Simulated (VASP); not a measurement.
# VOs (Pm-3m) in VASP: a series of runs

The runs below take VOs through single point, with LDA.

Program: VASP 6.6.1. These are calculated values, not measurements. Logs are shortened: lines on timing, memory, paths and dates and some standing lists are left out, and cuts for length are marked.

## (1) The cell of the first run

The structure is cubic, space group Pm-3m (No. 221). The conventional cell has a = 3.017 Å, b = 3.017 Å, c = 3.017 Å, α = 90.00°, β = 90.00°, γ = 90.00°. V (site symmetry m-3m) has 8 Os at 2.61 Å and 6 V at 3.02 Å within 3.4 Å. Within 3.4 Å of Os (site symmetry m-3m) lie 8 V at 2.61 Å and 6 Os at 3.02 Å.

## (2) Single point, LDA, collinear spin, ferromagnetic start

The input, INCAR:

```
PREC = Accurate ; ENCUT = 520
EDIFF = 1E-7 ; ISMEAR = -1
SIGMA = 0.1 ; LREAL = False
LASPH = True ; NELM = 150
ALGO = Normal ; ISIF = 2
LWAVE = False ; LCHARG = False
ISPIN = 2 ; MAGMOM = 0.95 0.08
LORBIT = 11 ; NUPDOWN = 1.1
LMAXMIX = 4 ; NBANDS = 22
```

The input, KPOINTS:

```
regular mesh
0
Gamma
  11 11 11
```

The input, POSCAR:

```
VOs
1.0
    3.0165740000      0.0000000000      0.0000000000
    0.0000000000      3.0165740000      0.0000000000
    0.0000000000      0.0000000000      3.0165740000
V Os
1 1
Direct
    0.0000000000      0.0000000000      0.0000000000
    0.5000000000      0.5000000000      0.5000000000
```

Potentials or basis: VASP PAW LDA potentials, release 64 (V_sv, Os).

Started as:

```
$ cat potpaw_LDA.64/V_sv/POTCAR potpaw_LDA.64/Os/POTCAR > POTCAR
$ mpirun -np 1 vasp_std > vasp.out
```

OUTCAR:

```text
PREC = Accurate
   ENCUT = 520
   EDIFF = 1E-7
   ISMEAR = -1
   LREAL = False
   LASPH = True
   NELM = 150
   ISIF = 2
   ISPIN = 2
   LORBIT = 11
   NUPDOWN = 1.1

 ion  position               nearest neighbor table
   1  0.000  0.000  0.000-   2 2.61   2 2.61   2 2.61   2 2.61   2 2.61   2 2.61   2 2.61   2 2.61

   2  0.500  0.500  0.500-   1 2.61   1 2.61   1 2.61   1 2.61   1 2.61   1 2.61   1 2.61   1 2.61

  LATTYP: Found a simple cubic cell.
 ALAT       =     3.0165740000

  Lattice vectors:

 A1 = (   3.0165740000,   0.0000000000,   0.0000000000)
 A2 = (   0.0000000000,   3.0165740000,   0.0000000000)
 A3 = (   0.0000000000,   0.0000000000,   3.0165740000)

Analysis of symmetry for initial positions (statically):
=====================================================================
 Subroutine PRICEL returns:
 Original cell was already a primitive cell.

 Routine SETGRP: Setting up the symmetry group for a
 simple cubic supercell.

 Subroutine GETGRP returns: Found 48 space group operations
 (whereof 48 operations were pure point group operations)
 out of a pool of 48 trial point group operations.

The static configuration has the point symmetry O_h .

Analysis of symmetry for dynamics (positions and initial velocities):
=====================================================================
 Subroutine PRICEL returns:
 Original cell was already a primitive cell.

 Routine SETGRP: Setting up the symmetry group for a
 simple cubic supercell.

 Subroutine GETGRP returns: Found 48 space group operations
 (whereof 48 operations were pure point group operations)
 out of a pool of 48 trial point group operations.

The dynamic configuration has the point symmetry O_h .

Analysis of structural, dynamic, and magnetic symmetry:
=====================================================================
 Subroutine PRICEL returns:
 Original cell was already a primitive cell.

 Routine SETGRP: Setting up the symmetry group for a
 simple cubic supercell.

 Subroutine GETGRP returns: Found 48 space group operations
 (whereof 48 operations were pure point group operations)
 out of a pool of 48 trial point group operations.

The overall configuration has the point symmetry O_h .

 Subroutine INISYM returns: Found 48 space group operations
 (whereof 48 operations are pure point group operations),
 and found     1 'primitive' translations

----------------------------------------------------------------------------------------

                                     Primitive cell

  volume of cell :      27.4500

  direct lattice vectors                    reciprocal lattice vectors
     3.016574000  0.000000000  0.000000000     0.331501896  0.000000000  0.000000000
     0.000000000  3.016574000  0.000000000     0.000000000  0.331501896  0.000000000
     0.000000000  0.000000000  3.016574000     0.000000000  0.000000000  0.331501896

  length of vectors
     3.016574000  3.016574000  3.016574000     0.331501896  0.331501896  0.331501896

  position of ions in fractional coordinates (direct lattice)
     0.000000000  0.000000000  0.000000000
     0.500000000  0.500000000  0.500000000

  ion indices of the primitive-cell ions
   primitive index   ion index
                 1           1
                 2           2

----------------------------------------------------------------------------------------

 KPOINTS: regular mesh

Automatic generation of k-mesh.
 Grid dimensions read from file:
 generate k-points for:   11   11   11

 Generating k-lattice:

  Cartesian coordinates                     Fractional coordinates (reciprocal lattice)
     0.030136536  0.000000000  0.000000000     0.090909091  0.000000000  0.000000000
     0.000000000  0.030136536  0.000000000     0.000000000  0.090909091  0.000000000
     0.000000000  0.000000000  0.030136536     0.000000000  0.000000000  0.090909091

  Length of vectors
     0.030136536  0.030136536  0.030136536

  Shift w.r.t. Gamma in fractional coordinates (k-lattice)
     0.000000000  0.000000000  0.000000000

 Subroutine IBZKPT returns following result:
 ===========================================

 Found     56 irreducible k-points:

 Following reciprocal coordinates:
            Coordinates               Weight
  0.000000  0.000000  0.000000      1.000000
  0.090909  0.000000  0.000000      6.000000
  0.181818  0.000000  0.000000      6.000000
  0.272727  0.000000  0.000000      6.000000
  0.363636  0.000000  0.000000      6.000000
  0.454545  0.000000  0.000000      6.000000
[... 16 lines left out ...]
  0.181818  0.090909  0.090909     24.000000
  0.272727  0.090909  0.090909     24.000000
 [... further k-points ...]
   k-points           NKPTS =     56   k-points in BZ     NKDIM =     56   number of bands    NBANDS=     22
   number of dos      NEDOS =    301   number of ions     NIONS =      2
   total plane-waves  NPLWV =  13824
   dimension x,y,z NGX =    24 NGY =   24 NGZ =   24
   dimension x,y,z NGXF=    48 NGYF=   48 NGZF=   48
   ions per type =               1   1
   NGX,Y,Z   is equivalent  to a cutoff of  13.23, 13.23, 13.23 a.u.
   NGXF,Y,Z  is equivalent  to a cutoff of  26.45, 26.45, 26.45 a.u.
 SYSTEM =  unknown system
   PREC   = accura    normal or accurate (medium, high low for compatibility)
   ISTART =      0    job   : 0-new  1-cont  2-samecut
   ICHARG =      2    charge: 1-file 2-atom 10-const
   ISPIN  =      2    spin polarized calculation?
   LNONCOLLINEAR =      F non collinear calculations
   LSORBIT =      F    spin-orbit coupling
   LASPH  =      T    aspherical Exc in radial PAW
   ENCUT  =  520.0 eV  38.22 Ry    6.18 a.u.   5.61  5.61  5.61*2*pi/ulx,y,z
   NELM   =    150;   NELMIN=  2; NELMDL= -5     # of ELM steps
   EDIFF  = 0.1E-06   stopping-criterion for ELM
   LREAL  =      F    real-space projection
   EDIFFG = 0.1E-05   stopping-criterion for IOM
   NSW    =      0    number of steps for IOM
   IBRION =     -1    ionic relax: 0-MD 1-quasi-New 2-CG
   NFREE  =      0    steps in history (QN), initial steepest desc. (CG)
   ISIF   =      2    stress and relaxation
   ISYM   =      2    0-nonsym 1-usesym 2-fastsym
   POTIM  = 0.5000    time-step for ionic-motion
   TEBEG  =    0.0;   TEEND  =   0.0 temperature during run
   PSTRESS=    0.0 pullay stress
   NELECT =      21.0000    total number of electrons
   NUPDOWN=       1.1000    fix difference up-down
   EMIN   =  10.00;   EMAX   =-10.00  energy-range for DOS
   EFERMI =   0.00;   METHOD = LEGACY
   ISMEAR =    -1;   SIGMA  =   0.10  broadening in eV -4-tet -1-fermi 0-gaus
   EFERMI_NEDOS =   21; number of points for ismear=-14 and -15
   IALGO  =     38    algorithm
   IMIX   =      4    mixing-type and parameters
     AMIX     =   0.40;   BMIX     =  1.00
     AMIX_MAG =   1.60;   BMIX_MAG =  1.00
  volume/ion in A,a.u.               =      13.72        92.62
  Fermi-wavevector in a.u.,A,eV,Ry     =   1.497272  2.829433 30.501847  2.241823
  Thomas-Fermi vector in A             =   2.609181
   LORBIT       =     11    0 simple, 1 ext, 2 COOP (PROOUT), +10 PAW based schemes
   GGA     = CA    functional components
   LHFCALC =     F    Hartree Fock is set to
   AEXX    =    0.0000 exact exchange contribution
   IVDW    =     0    specifies the selected vdW correction
   LEPSILON=     F    determine dielectric tensor
   LRPA    =     F    only Hartree local field effects (RPA)
 spin polarized calculation
  energy-cutoff  :      520.00
  volume of cell :       27.45
 maximum number of plane-waves:       752
 NGX is ok and might be reduce to    24
   NGX = 11   NGY = 11   NGZ = 11

 number of electron      20.9999995 magnetization       1.1000010

 Free energy of the ion-electron system (eV)
  ---------------------------------------------------
  ext. energy  EPLUGINS =         0.00000000
  ---------------------------------------------------
  free energy    TOTEN  =       -22.89733609 eV

  energy without entropy =      -22.82987553  energy(sigma->0) =      -22.86360581

 E-fermi :   9.2302     XC(G=0): -13.7297

 val. band max:       10.0901275400   @ k =   0.4545   0.2727   0.1818
 cond. band min:       9.2933569451   @ k =   0.4545   0.3636   0.0000
 fundamental gap:     -0.7967705949
 Fermi energy:        10.1097088271

 spin component 1

 k-point     1 :       0.0000    0.0000    0.0000
  band No.  band energies     occupation
      1     -54.3920      1.00000
      2     -28.5784      1.00000
      3     -28.5784      1.00000
      4     -28.5784      1.00000
      5       0.5025      1.00000
      6       3.7881      1.00000
[... 14 lines left out ...]
     21      27.8427      0.00000
     22      28.3268      0.00000

 k-point     2 :       0.0909    0.0000    0.0000
  band No.  band energies     occupation
      1     -54.3904      1.00000
      2     -28.5927      1.00000
      3     -28.5782      1.00000
      4     -28.5782      1.00000
      5       0.6884      1.00000
      6       3.8783      1.00000
[... 542 lines left out ...]
 k-point    24 :       0.2727    0.0909    0.0909
  band No.  band energies     occupation
      1     -54.3786      1.00000
      2     -28.6770      1.00000
      3     -28.5879      1.00000
      4     -28.5878      1.00000
      5       2.3035      1.00000
      6       4.7481      1.00000
[... 14 lines left out ...]
     21      28.6431      0.00000
     22      29.8046      0.00000

 [... further k-points ...]

 spin component 2

 k-point     1 :       0.0000    0.0000    0.0000
  band No.  band energies     occupation
      1     -53.5722      1.00000
      2     -27.7779      1.00000
      3     -27.7779      1.00000
      4     -27.7779      1.00000
      5       0.7088      1.00000
      6       4.0051      1.00000
[... 14 lines left out ...]
     21      28.0309      0.00000
     22      28.6216      0.00000

 k-point     2 :       0.0909    0.0000    0.0000
  band No.  band energies     occupation
      1     -53.5706      1.00000
      2     -27.7927      1.00000
      3     -27.7777      1.00000
      4     -27.7777      1.00000
      5       0.8949      1.00000
      6       4.0932      1.00000
[... 542 lines left out ...]
 k-point    24 :       0.2727    0.0909    0.0909
  band No.  band energies     occupation
      1     -53.5585      1.00000
      2     -27.8801      1.00000
      3     -27.7878      1.00000
      4     -27.7877      1.00000
      5       2.5087      1.00000
      6       4.9425      1.00000
[... 14 lines left out ...]
     21      28.8513      0.00000
     22      30.0071      0.00000

 [... further k-points ...]
[... 5 lines left out ...]
  --------------------------------------------------------------------------------------
  -------------------------------------------------------------------------------------
  Total       -1.8841950     -1.8841950     -1.8841950      0.0000000      0.0000000      0.0000000
  in kB     -109.9751294   -109.9751294   -109.9751294      0.0000000      0.0000000      0.0000000
  external PRESSURE =    -109.9751294 kB  Pullay stress =       0.0000000 kB

 VOLUME and BASIS-vectors are now :
 -----------------------------------------------------------------------------
  energy-cutoff  :      520.00
  volume of cell :       27.45
      direct lattice vectors                 reciprocal lattice vectors
     3.016574000  0.000000000  0.000000000     0.331501896  0.000000000  0.000000000
     0.000000000  3.016574000  0.000000000     0.000000000  0.331501896  0.000000000
     0.000000000  0.000000000  3.016574000     0.000000000  0.000000000  0.331501896

 POSITION                                       TOTAL-FORCE (eV/Angst)
 -----------------------------------------------------------------------------------
      0.00000      0.00000      0.00000         0.000000      0.000000      0.000000
      1.50829      1.50829      1.50829         0.000000      0.000000      0.000000
 -----------------------------------------------------------------------------------
    total drift:                                0.000000      0.000000      0.000000

  FREE ENERGIE OF THE ION-ELECTRON SYSTEM (eV)
  ---------------------------------------------------
  free  energy   TOTEN  =       -22.8973360880 eV

  energy  without entropy=      -22.8298755338  energy(sigma->0) =      -22.86360581

 total charge

# of ion       s       p       d       tot
------------------------------------------
    1        2.319   6.277   3.069  11.665
    2        0.684   0.656   6.215   7.555
--------------------------------------------------
tot          3.002   6.934   9.284  19.220

 magnetization (x)

# of ion       s       p       d       tot
------------------------------------------
    1        0.010   0.016   0.865   0.891
    2        0.001   0.038   0.068   0.106
--------------------------------------------------
tot          0.010   0.054   0.933   0.997
```

Wall time 24 s (1 thread of Intel Xeon 6975P-C (Granite Rapids), shared host); peak memory 0.16 GiB.

Results:

```yaml
Free_energy: -22.8973 eV
Pressure: -11.0 GPa
Net_moment: 1.10 μB per cell
Site_moments: V +0.89; Os +0.11 μB
Valence_electrons_inside_the_program's_atomic_spheres: V 11.66; Os 7.55
```

Caveat: spin-orbit coupling is left out, which moves the levels of the heavy elements; the total moment is fixed, so each spin has its own Fermi level.

## (3) Single point, LDA, collinear spin, ferromagnetic start

The input, INCAR:

```
SYSTEM = VOs
  PREC = Accurate
  ENCUT = 520
  EDIFF = 1E-6
  ISMEAR = -1
  SIGMA = 0.1
  LREAL = .FALSE.
  LASPH = .TRUE.
  NELM = 150
  ALGO = Normal
  ISIF = 2
  LWAVE = .FALSE.
  LCHARG = .FALSE.
  ISPIN = 2
  MAGMOM = 1.13 0.17
  LORBIT = 11
  NUPDOWN = 1.4
  LMAXMIX = 4
  NBANDS = 22
```

The input, KPOINTS:

```
Automatic mesh
0
G
  11 11 11
  0 0 0
```

POSCAR is that of step 2.

Potentials or basis: VASP PAW LDA potentials, release 64 (V_sv, Os).

Started as:

```
$ cat potpaw_LDA.64/V_sv/POTCAR potpaw_LDA.64/Os/POTCAR > POTCAR
$ mpirun -np 1 vasp_std > vasp.out
```

It took 21 s on 1 thread of Intel Xeon 6975P-C (Granite Rapids), shared host; peak memory 0.17 GiB.

Results (log left out):

- Free energy: -22.7300 eV
- Pressure: -9.5 GPa
- Net moment: 1.40 μB per cell
- Site moments: V +1.06; Os +0.21 μB
- Valence electrons inside the program's atomic spheres: V 11.68; Os 7.56

Caveat: spin-orbit coupling is left out, which moves the levels of the heavy elements; the total moment is fixed, so each spin has its own Fermi level.

## (4) Single point, LDA, collinear spin, ferromagnetic start

The input, INCAR:

```
  ALGO = Normal
  EDIFF = 1E-6
  ENCUT = 520
  ISIF = 2
  ISMEAR = -1
  ISPIN = 2
  LASPH = True
  LCHARG = False
  LMAXMIX = 4
  LORBIT = 11
  LREAL = False
  LWAVE = False
  MAGMOM = 1.33 0.32
  NBANDS = 22
  NELM = 150
  NUPDOWN = 1.8
  PREC = Accurate
  SIGMA = 0.1
```

The input, KPOINTS:

```
k-points
0
Gamma
  11 11 11
```

POSCAR is that of step 3.

Started as:

```
$ cat potpaw_LDA.64/V_sv/POTCAR potpaw_LDA.64/Os/POTCAR > POTCAR
$ mpirun -np 1 vasp_std > vasp.out
```

Wall time 22 s (1 thread of Intel Xeon 6975P-C (Granite Rapids), shared host); peak memory 0.17 GiB.

The run converged. Its results:

| Quantity | Value |
| --- | --- |
| Free energy | -22.4255 eV |
| Pressure | -6.9 GPa |
| Net moment | 1.80 μB per cell |
| Site moments | V +1.25; Os +0.38 μB |
| Valence electrons inside the program's atomic spheres | V 11.69; Os 7.55 |

Caveat: spin-orbit coupling is left out, which moves the levels of the heavy elements; the total moment is fixed, so each spin has its own Fermi level.

## (5) Summary

| fixed moment (μB) | pressure (GPa) | moment (μB) |
| --- | --- | --- |
| 1.1 | -11.0 | 1.10 |
| 1.4 | -9.5 | 1.40 |
| 1.8 | -6.9 | 1.80 |

Alike in all rows: task single point; level LDA; potentials or basis VASP PAW LDA potentials, release 64 (V_sv, Os); spin collinear, ferromagnetic start; cell as given; k mesh 11 × 11 × 11; cutoff (eV) 520; smearing fermi-dirac 0.1 eV.

Caveats: spin-orbit coupling is left out, which moves the levels of the heavy elements; the total moment is fixed, so each spin has its own Fermi level.

Absolute energies hang on the potentials; compare differences alone.
